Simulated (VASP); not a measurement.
Input of a VASP 6.6.1 run:

The input INCAR:

```
SYSTEM = AgSb3
PREC = Accurate
ENCUT = 600
EDIFF = 1E-7
ISMEAR = 0
SIGMA = 0.1
LREAL = .False.
LASPH = .True.
NELM = 80
ALGO = Normal
ISIF = 3
LWAVE = .False.
LCHARG = .False.
GGA = PE
IBRION = 2
NSW = 100
EDIFFG = -0.01
```

The input KPOINTS:

```
regular mesh
0
Gamma
  10 10 10
  0 0 0
```

File POSCAR:

```
AgSb3
1.0
    4.6540948451      0.0000000000      0.0000000000
    0.0000000000      4.6540948451      0.0000000000
    0.0000000000      0.0000000000      4.6540948451
Ag Sb
1 3
Direct
    0.0000000000      0.0000000000      0.0000000000
    0.0000000000      0.5000000000      0.5000000000
    0.5000000000      0.0000000000      0.5000000000
    0.5000000000      0.5000000000      0.0000000000
```

Potentials or basis: VASP PAW PBE potentials, release 64 (Ag, Sb).

The run is started by

```console
$ cat potpaw_PBE.64/Ag/POTCAR potpaw_PBE.64/Sb/POTCAR > POTCAR
$ mpirun -np 1 vasp_std > vasp.out
```

Problem. What does it give for the band gap on the k mesh?

Solution. Zero (bands 13 and 14 overlap by 1.50 eV).

Problem. What does it give for the relaxed volume?

Solution. 25.65 Å³/atom.

Step by step:
```
step  energy change (eV)  largest force (eV/Å)  pressure (GPa)  volume (Å³)
   1              0.0000                0.0000            1.11       100.81
   2             -0.0051                0.0000           -0.44       103.39
   3             -0.0062                0.0000            0.01       102.62
```

Caveat: spin-orbit coupling is left out, which moves the levels of the heavy elements.
